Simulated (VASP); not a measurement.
# C (C2/m) in VASP: a series of runs

Runs on C. Level: PBE+D3(BJ). Tasks: single point.

Everything below comes from runs of VASP 6.6.1. Logs are shortened: lines on timing, memory, paths and dates and some standing lists are left out, and cuts for length are marked.

## Step 1: The cell of the first run

It takes space group C2/m (No. 12, monoclinic). Conventional cell: a = 4.269 Å, b = 2.465 Å, c = 3.650 Å, α = 90.00°, β = 112.95°, γ = 90.00°. Within 1.7 Å of C (site symmetry m) lie 3 C at 1.31 to 1.49 Å.

## Step 2: Single point, PBE+D3(BJ) (atoms displaced along several vibrational modes)

INCAR reads:

```
SYSTEM = C
ALGO = Normal ; EDIFF = 1E-6
ENCUT = 520 ; GGA = PE
ISIF = 2 ; ISMEAR = 0
IVDW = 12 ; LASPH = .True.
LCHARG = .True. ; LELF = .True.
LREAL = .False. ; LVHAR = .True.
LWAVE = .False. ; NBANDS = 11
NELM = 60 ; PREC = Accurate
SIGMA = 0.05
```

KPOINTS reads:

```
k-points
0
Gamma
  15 15 15
  0 0 0
```

POSCAR reads:

```
C
1.0
    1.2324809262      0.7115731945      3.3609366220
   -1.2324809262      0.7115731945      3.3609366220
    0.0000000000     -1.4231463891      3.3609366220
C
2
Direct
    0.1478312615      0.1478312615      0.1899913656
    0.8521687385      0.8521687385      0.8100086344
```

Potentials or basis: VASP PAW PBE potentials, release 64 (C).

On the command line:

```sh
$ cat potpaw_PBE.64/C/POTCAR > POTCAR
$ mpirun -np 1 vasp_std > vasp.out
```

OUTCAR:

```text
SYSTEM = C
   EDIFF = 1E-6
   ENCUT = 520
   GGA = PE
   ISIF = 2
   ISMEAR = 0
   IVDW = 12
   LASPH = .True.
   LREAL = .False.
   NELM = 60
   PREC = Accurate
 IVDW          = 12

 ion  position               nearest neighbor table
   1  0.148  0.148  0.190-   2 1.31   2 1.49   2 1.49
   2  0.852  0.852  0.810-   1 1.31   1 1.49   1 1.49

  LATTYP: Found a trigonal (rhomboedric) cell.
 ALAT       =     3.6498274783
 COS(alpha) =     0.7719417768

  Lattice vectors:

 A1 = (   1.2324809262,   0.7115731945,   3.3609366220)
 A2 = (  -1.2324809262,   0.7115731945,   3.3609366220)
 A3 = (   0.0000000000,  -1.4231463891,   3.3609366220)

Analysis of symmetry for initial positions (statically):
=====================================================================
 Subroutine PRICEL returns:
 Original cell was already a primitive cell.

 Routine SETGRP: Setting up the symmetry group for a
 trigonal (rhombohedral) supercell.

 Subroutine GETGRP returns: Found  4 space group operations
 (whereof  4 operations were pure point group operations)
 out of a pool of 12 trial point group operations.

The static configuration has the point symmetry C_2h.

Analysis of symmetry for dynamics (positions and initial velocities):
=====================================================================
 Subroutine PRICEL returns:
 Original cell was already a primitive cell.

 Routine SETGRP: Setting up the symmetry group for a
 trigonal (rhombohedral) supercell.

 Subroutine GETGRP returns: Found  4 space group operations
 (whereof  4 operations were pure point group operations)
 out of a pool of 12 trial point group operations.

The dynamic configuration has the point symmetry C_2h.

 Subroutine INISYM returns: Found  4 space group operations
 (whereof  4 operations are pure point group operations),
 and found     1 'primitive' translations

----------------------------------------------------------------------------------------

                                     Primitive cell

  volume of cell :      17.6853

  direct lattice vectors                    reciprocal lattice vectors
     1.232480926  0.711573195  3.360936622     0.405685791  0.234222801  0.099178702
    -1.232480926  0.711573195  3.360936622    -0.405685791  0.234222801  0.099178702
     0.000000000 -1.423146389  3.360936622     0.000000000 -0.468445602  0.099178702

  length of vectors
     3.649827478  3.649827478  3.649827478     0.478829507  0.478829507  0.478829507

  position of ions in fractional coordinates (direct lattice)
     0.147831262  0.147831262  0.189991366
     0.852168738  0.852168738  0.810008634

  ion indices of the primitive-cell ions
   primitive index   ion index
                 1           1
                 2           2

----------------------------------------------------------------------------------------

 KPOINTS: k-points

Automatic generation of k-mesh.
 Grid dimensions read from file:
 generate k-points for:   15   15   15

 Generating k-lattice:

  Cartesian coordinates                     Fractional coordinates (reciprocal lattice)
     0.027045719  0.015614853  0.006611913     0.066666667  0.000000000  0.000000000
    -0.027045719  0.015614853  0.006611913     0.000000000  0.066666667  0.000000000
     0.000000000 -0.031229707  0.006611913    -0.000000000 -0.000000000  0.066666667

  Length of vectors
     0.031921967  0.031921967  0.031921967

  Shift w.r.t. Gamma in fractional coordinates (k-lattice)
     0.000000000  0.000000000  0.000000000

 Subroutine IBZKPT returns following result:
 ===========================================

 Found    904 irreducible k-points:

 Following reciprocal coordinates:
            Coordinates               Weight
  0.000000  0.000000  0.000000      1.000000
  0.066667  0.000000  0.000000      4.000000
  0.000000  0.000000  0.066667      2.000000
  0.133333  0.000000  0.000000      4.000000
  0.000000  0.000000  0.133333      2.000000
  0.200000  0.000000  0.000000      4.000000
[... 16 lines left out ...]
  0.066667  0.000000  0.200000      4.000000
  0.266667  0.066667 -0.000000      4.000000
 [... further k-points ...]
   k-points           NKPTS =    904   k-points in BZ     NKDIM =    904   number of bands    NBANDS=     11
   number of dos      NEDOS =    301   number of ions     NIONS =      2
   total plane-waves  NPLWV =  21952
   dimension x,y,z NGX =    28 NGY =   28 NGZ =   28
   dimension x,y,z NGXF=    56 NGYF=   56 NGZF=   56
   ions per type =               2
   NGX,Y,Z   is equivalent  to a cutoff of  12.75, 12.75, 12.75 a.u.
   NGXF,Y,Z  is equivalent  to a cutoff of  25.51, 25.51, 25.51 a.u.
 SYSTEM =  C
   PREC   = accura    normal or accurate (medium, high low for compatibility)
   ISTART =      0    job   : 0-new  1-cont  2-samecut
   ICHARG =      2    charge: 1-file 2-atom 10-const
   ISPIN  =      1    spin polarized calculation?
   LNONCOLLINEAR =      F non collinear calculations
   LSORBIT =      F    spin-orbit coupling
   LASPH  =      T    aspherical Exc in radial PAW
   ENCUT  =  520.0 eV  38.22 Ry    6.18 a.u.   6.79  6.79  6.79*2*pi/ulx,y,z
   NELM   =     60;   NELMIN=  2; NELMDL= -5     # of ELM steps
   EDIFF  = 0.1E-05   stopping-criterion for ELM
   LREAL  =      F    real-space projection
   EDIFFG = 0.1E-04   stopping-criterion for IOM
   NSW    =      0    number of steps for IOM
   IBRION =     -1    ionic relax: 0-MD 1-quasi-New 2-CG
   NFREE  =      0    steps in history (QN), initial steepest desc. (CG)
   ISIF   =      2    stress and relaxation
   ISYM   =      2    0-nonsym 1-usesym 2-fastsym
   POTIM  = 0.5000    time-step for ionic-motion
   TEBEG  =    0.0;   TEEND  =   0.0 temperature during run
   PSTRESS=    0.0 pullay stress
   NELECT =       8.0000    total number of electrons
   NUPDOWN=      -1.0000    fix difference up-down
   EMIN   =  10.00;   EMAX   =-10.00  energy-range for DOS
   EFERMI =   0.00;   METHOD = LEGACY
   ISMEAR =     0;   SIGMA  =   0.05  broadening in eV -4-tet -1-fermi 0-gaus
   EFERMI_NEDOS =   21; number of points for ismear=-14 and -15
   IALGO  =     38    algorithm
   IMIX   =      4    mixing-type and parameters
     AMIX     =   0.40;   BMIX     =  1.00
     AMIX_MAG =   1.60;   BMIX_MAG =  1.00
  volume/ion in A,a.u.               =       8.84        59.67
  Fermi-wavevector in a.u.,A,eV,Ry     =   1.256708  2.374834 21.487884  1.579315
  Thomas-Fermi vector in A             =   2.390403
   LORBIT       =      0    0 simple, 1 ext, 2 COOP (PROOUT), +10 PAW based schemes
   GGA     = PE    functional components
   LHFCALC =     F    Hartree Fock is set to
   AEXX    =    0.0000 exact exchange contribution
   IVDW    =    12    specifies the selected vdW correction
   LEPSILON=     F    determine dielectric tensor
   LRPA    =     F    only Hartree local field effects (RPA)
 non-spin polarized calculation
 Gauss-broadening in eV      SIGMA  =   0.05
  energy-cutoff  :      520.00
  volume of cell :       17.69
 maximum number of plane-waves:       490
   NGX = 13   NGY = 13   NGZ = 13

 number of electron       8.0000000 magnetization

 Free energy of the ion-electron system (eV)
  ---------------------------------------------------
  ext. energy  EPLUGINS =         0.00000000
  ---------------------------------------------------
  free energy    TOTEN  =       -17.93040892 eV

  energy without entropy =      -17.93040883  energy(sigma->0) =      -17.93040887

 E-fermi :   4.5762     XC(G=0): -10.3081

 val. band max:        4.4476156648   @ k =   0.1333  -0.0667  -0.4667
 cond. band min:       4.6984484525   @ k =  -0.4000   0.4000   0.0000
 fundamental gap:      0.2508327878
 Fermi energy:         4.5761940823

 k-point     1 :       0.0000    0.0000    0.0000
  band No.  band energies     occupation
      1     -14.9953      2.00000
      2      -1.9144      2.00000
      3       0.0848      2.00000
      4       3.5828      2.00000
      5       8.7232      0.00000
      6      10.7249      0.00000
      7      14.9415      0.00000
      8      16.2847      0.00000
      9      17.6911      0.00000
     10      27.2644      0.00000
     11      29.7778      0.00000

 k-point     2 :       0.0667    0.0000    0.0000
  band No.  band energies     occupation
      1     -14.8880      2.00000
      2      -1.8111      2.00000
      3      -0.1310      2.00000
      4       3.1027      2.00000
      5       8.8540      0.00000
      6      10.9178      0.00000
      7      15.3842      0.00000
      8      15.9673      0.00000
      9      17.7954      0.00000
     10      27.6054      0.00000
     11      28.9013      0.00000

 k-point     3 :       0.0000    0.0000    0.0667
  band No.  band energies     occupation
      1     -14.8902      2.00000
      2      -1.8035      2.00000
      3      -0.2321      2.00000
      4       3.1983      2.00000
      5       8.8685      0.00000
      6      11.3356      0.00000
      7      14.7677      0.00000
      8      15.8780      0.00000
      9      17.9233      0.00000
     10      27.6616      0.00000
     11      29.8124      0.00000

 k-point     4 :       0.1333    0.0000    0.0000
  band No.  band energies     occupation
      1     -14.5671      2.00000
      2      -1.5090      2.00000
      3      -0.7433      2.00000
      4       1.9455      2.00000
      5       9.2465      0.00000
      6      11.3096      0.00000
      7      15.0129      0.00000
      8      16.6363      0.00000
      9      18.1815      0.00000
     10      27.0542      0.00000
     11      28.4287      0.00000
[... 239 lines left out ...]
 k-point    22 :      -0.2000    0.0000   -0.0667
  band No.  band energies     occupation
      1     -14.2322      2.00000
      2      -1.3426      2.00000
      3      -1.1430      2.00000
      4       0.8944      2.00000
      5       9.7617      0.00000
      6      11.3415      0.00000
      7      14.3916      0.00000
      8      18.0320      0.00000
      9      18.5506      0.00000
     10      25.0618      0.00000
     11      28.8476      0.00000

 k-point    23 :       0.0667    0.0000    0.2000
  band No.  band energies     occupation
      1     -14.2497      2.00000
      2      -1.8154      2.00000
      3      -1.2194      2.00000
      4       1.5310      2.00000
      5       9.9114      0.00000
      6      13.5512      0.00000
      7      13.7492      0.00000
      8      14.8208      0.00000
      9      19.1051      0.00000
     10      26.1181      0.00000
     11      29.5327      0.00000

 k-point    24 :       0.2667    0.0667   -0.0000
  band No.  band energies     occupation
      1     -13.6092      2.00000
      2      -2.6623      2.00000
      3      -0.6436      2.00000
      4      -0.0481      2.00000
      5      10.3428      0.00000
      6      12.4526      0.00000
      7      13.0526      0.00000
      8      17.7975      0.00000
      9      20.2886      0.00000
     10      24.0495      0.00000
     11      27.9143      0.00000

 [... further k-points ...]

------------------------ aborting loop because EDIFF is reached ----------------------------------------

 Edisp (eV)   -0.31242

 E8    (eV) :    -0.0885

  FORCE on cell =-STRESS in cart. coord.  units (eV):
  Direction    XX          YY          ZZ          XY          YZ          ZX
  --------------------------------------------------------------------------------------
  -------------------------------------------------------------------------------------
  Total      -0.34134     2.87883    -0.16426     0.00000    -0.70015     0.00000
  in kB     -30.92372   260.80505   -14.88138     0.00000   -63.42959     0.00000
  external pressure =       71.67 kB  Pullay stress =        0.00 kB

 VOLUME and BASIS-vectors are now :
 -----------------------------------------------------------------------------
  energy-cutoff  :      520.00
  volume of cell :       17.69
      direct lattice vectors                 reciprocal lattice vectors
     1.232480926  0.711573195  3.360936622     0.405685791  0.234222801  0.099178702
    -1.232480926  0.711573195  3.360936622    -0.405685791  0.234222801  0.099178702
     0.000000000 -1.423146389  3.360936622     0.000000000 -0.468445602  0.099178702

 POSITION                                       TOTAL-FORCE (eV/Angst)
 -----------------------------------------------------------------------------------
      0.00000     -0.06000      1.63225         0.000000      7.275582      1.412098
      0.00000      0.06000      8.45056         0.000000     -7.275582     -1.412098
 -----------------------------------------------------------------------------------
    total drift:                               -0.000000     -0.000000      0.000000

  FREE ENERGIE OF THE ION-ELECTRON SYSTEM (eV)
  ---------------------------------------------------
  free  energy   TOTEN  =       -18.2428289564 eV

  energy  without entropy=      -18.2428288684  energy(sigma->0) =      -18.24282891
```

Run time: 9.2 min. Hardware: 1 thread of Intel Xeon 8259CL, shared host; peak memory 0.28 GiB.

Results:

```
Free energy                : -18.2428 eV
Pressure                   : 7.2 GPa
Largest force              : 7.411 eV/Å
Dispersion energy per atom : -0.156 eV
```

Forces on the atoms (eV/Å):
```
C    0.000  7.276  1.412
C    0.000 -7.276 -1.412
```

Caveat: the cell differs from its parent crystal (atoms displaced along several vibrational modes); the stress differs along the axes, from -3 to 26 GPa; forces of over 1 eV/Å act on the atoms, so gaps and moduli don't describe the material at rest.

## Step 3: Single point, PBE+D3(BJ) (atoms displaced along several vibrational modes)

INCAR reads:

```
  PREC = Accurate
  ENCUT = 520
  EDIFF = 1E-6
  ISMEAR = 0
  SIGMA = 0.05
  LREAL = F
  LASPH = T
  NELM = 100
  ALGO = Normal
  ISIF = 2
  LWAVE = F
  LCHARG = F
  GGA = PE
  IVDW = 12
  NBANDS = 11
```

KPOINTS reads:

```
regular mesh
0
Gamma
  15 15 15
```

POSCAR reads:

```
C
1.0
    1.2324809262      0.7115731945      3.3609366220
   -1.2324809262      0.7115731945      3.3609366220
    0.0000000000     -1.4231463891      3.3609366220
C
2
Direct
    0.1689909106      0.1689909106      0.1900709627
    0.8310090894      0.8310090894      0.8099290373
```

Potentials or basis: VASP PAW PBE potentials, release 64 (C).

On the command line:

```sh
$ cat potpaw_PBE.64/C/POTCAR > POTCAR
$ mpirun -np 1 vasp_std > vasp.out
```

It took 8.8 min on 1 thread of Intel Xeon 8259CL, shared host; peak memory 0.28 GiB.

The run converged. Its results:

```
Free energy                : -18.3428 eV
Pressure                   : 0.1 GPa
Largest force              : 4.444 eV/Å
Dispersion energy per atom : -0.156 eV
```

Forces on the atoms (eV/Å):
```
C    0.000  3.199 -3.085
C    0.000 -3.199  3.085
```

Stress tensor (GPa, compression positive):
```
-2.70  0.00  0.00
 0.00  8.14  5.54
 0.00  5.54 -5.11
```

Caveat: the cell differs from its parent crystal (atoms displaced along several vibrational modes); the stress differs along the axes, from -5 to 8 GPa; forces of over 1 eV/Å act on the atoms, so gaps and moduli don't describe the material at rest.

## Step 4: Single point, PBE+D3(BJ) (atoms displaced along several vibrational modes)

INCAR reads:

```
  PREC = Accurate
  ENCUT = 520
  EDIFF = 1E-7
  ISMEAR = 0
  SIGMA = 0.05
  LREAL = False
  LASPH = True
  NELM = 60
  ALGO = Normal
  ISIF = 2
  LWAVE = False
  LCHARG = False
  GGA = PE
  IVDW = 12
  NBANDS = 11
```

KPOINTS is that of step 3.

POSCAR reads:

```
C
1.0
    1.2324809262      0.7115731945      3.3609366220
   -1.2324809262      0.7115731945      3.3609366220
    0.0000000000     -1.4231463891      3.3609366220
C
2
Direct
    0.1431202731      0.1431202731      0.1852803773
    0.8568797269      0.8568797269      0.8147196227
```

On the command line:

```sh
$ cat potpaw_PBE.64/C/POTCAR > POTCAR
$ mpirun -np 1 vasp_std > vasp.out
```

It took 9.7 min on 1 thread of Intel Xeon 8259CL, shared host; peak memory 0.28 GiB.

The run converged. Its results:

```yaml
Free_energy: -18.0415 eV
Pressure: 5.2 GPa
Largest_force: 7.421 eV/Å
Dispersion_energy_per_atom: -0.156 eV
```

Forces in eV/Å, atoms in the order of the input:
```
C    0.000  6.861  2.830
C    0.000 -6.861 -2.830
```

Stress tensor (GPa, compression positive):
```
 -1.86   0.00   0.00
  0.00  23.24 -11.83
  0.00 -11.83  -5.77
```

Caveat: the cell differs from its parent crystal (atoms displaced along several vibrational modes); the stress differs along the axes, from -6 to 23 GPa; forces of over 1 eV/Å act on the atoms, so gaps and moduli don't describe the material at rest.

## Step 5: Single point, PBE+D3(BJ) (atoms displaced along several vibrational modes)

INCAR reads:

```
PREC = Accurate
ENCUT = 520
EDIFF = 1E-6
ISMEAR = 0
SIGMA = 0.05
LREAL = F
LASPH = T
NELM = 60
ALGO = Normal
ISIF = 2
LWAVE = F
LCHARG = T
GGA = PE
IVDW = 12
LELF = T
LVHAR = T
NBANDS = 11
```

KPOINTS is that of step 4.

POSCAR reads:

```
C
1.0
    1.2324809262      0.7115731945      3.3609366220
   -1.2324809262      0.7115731945      3.3609366220
    0.0000000000     -1.4231463891      3.3609366220
C
2
Direct
    0.1548579455      0.1548579455      0.1759379976
    0.8451420545      0.8451420545      0.8240620024
```

On the command line:

```sh
$ cat potpaw_PBE.64/C/POTCAR > POTCAR
$ mpirun -np 1 vasp_std > vasp.out
```

Wall time 9 min (1 thread of Intel Xeon 8259CL, shared host); peak memory 0.28 GiB.

It converged, with:

| Quantity | Value |
| --- | --- |
| Free energy | -18.5603 eV |
| Pressure | 1.6 GPa |
| Largest force | 3.732 eV/Å |
| Dispersion energy per atom | -0.156 eV |

Forces on the atoms (eV/Å):
```
C    0.000  3.401  1.536
C    0.000 -3.401 -1.536
```

Stress tensor (GPa, compression positive):
```
-3.29  0.00  0.00
 0.00  9.66 -2.95
 0.00 -2.95 -1.56
```

Caveat: the cell differs from its parent crystal (atoms displaced along several vibrational modes); the stress differs along the axes, from -3 to 10 GPa; forces of over 1 eV/Å act on the atoms, so gaps and moduli don't describe the material at rest.

## Step 6: Summary

```csv
cell,pressure (GPa),largest force (eV/Å)
"as given, atomic positions A",7.2,7.41
"as given, atomic positions B",0.1,4.44
"as given, atomic positions C",5.2,7.42
"as given, atomic positions D",1.6,3.73
```

Alike in all rows: task single point; level PBE+D3(BJ); potentials or basis VASP PAW PBE potentials, release 64 (C); no spin polarisation; k mesh 15 × 15 × 15; cutoff (eV) 520; smearing gaussian 0.05 eV.

Caveats: forces of over 1 eV/Å act on the atoms, so gaps and moduli don't describe the material at rest; the stress differs along the axes, from -3 to 26 GPa (at least some runs); the stress differs along the axes, from -5 to 8 GPa (at least some runs); the stress differs along the axes, from -6 to 23 GPa (at least some runs); the stress differs along the axes, from -3 to 10 GPa (at least some runs).

Absolute energies hang on the potentials; compare differences alone.
